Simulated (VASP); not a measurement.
Runs of VASP 6.6.1 on Pb2O. The structure is that of space group Pn-3m (No. 224), or close to it. The cells are those of the table. 

| cell | gap on the mesh (eV) | pressure (GPa) |
| --- | --- | --- |
| a = 5.293 Å, 6 atoms | none | 3.0 |
| a = 5.059 Å, 6 atoms | none | (a) |
| a = 5.491 Å, 6 atoms | none | -3.0 |
| a = 4.881 Å, 6 atoms | none | 30.0 |
| a = 5.178 Å, 6 atoms | none | (b) |
| a = 4.660 Å, 6 atoms | none | 60.2 |

Alike in all rows: task single point; level PBEsol; potentials or basis VASP PAW PBE potentials, release 64 (Pb_d, O); no spin polarisation; k mesh 8 × 8 × 8; cutoff (eV) 520; smearing gaussian 0.1 eV.

Fill in the values left out.

(a) 15.1; (b) 8.1.

Caveats: the PAW data sets were made with another functional, which shifts forces and pressure a little; spin-orbit coupling is left out, which moves the levels of the heavy elements; the cell stands under pressure (at least some runs).

A k mesh can miss the band edges, and the runs leave out spin-orbit coupling on Pb.

A gap of «none» marks levels without a gap at the run's occupations.
